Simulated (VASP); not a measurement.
Al32P (a cell with a defect), 33 atoms in the cell. The cell holds a defect, 33 atoms: a = 8.100 Å, b = 8.100 Å, c = 8.100 Å, α = 90.00°, β = 90.00°, γ = 90.00°. 

| Property | Result |
| --- | --- |
| Program | VASP 6.6.1 |
| Task | single point |
| Functional | PBE |
| Potentials or basis | VASP PAW PBE potentials, release 64 (Al, P) |
| Cutoff | 520 eV |
| k mesh | 2 × 2 × 2 |
| Occupations | fermi-dirac, width 0.1 eV |
| Spin | no spin polarisation |
| Dipole correction | no |
| Further INCAR settings | LREAL = Auto; ALGO = Normal; EDIFF = 1e-06; NBANDS = 72 |

Potentials or basis: VASP PAW PBE potentials, release 64 (Al, P).

Command:

```bash
$ cat potpaw_PBE.64/Al/POTCAR potpaw_PBE.64/P/POTCAR > POTCAR
$ mpirun -np 1 vasp_std > vasp.out
```

Hardware: 1 thread of Intel(R) Xeon(R) Platinum 8259CL CPU @ 2.50GHz (Skylake/Cascade Lake), on a shared host.

**Question.** How long does it take, and how much memory?

**Answer.** Run time: 5.3 min on 1 thread of Intel(R) Xeon(R) Platinum 8259CL CPU @ 2.50GHz (Skylake/Cascade Lake) (shared host), peak memory 0.56 GiB. Counts: scf iterations 14, k points 8.
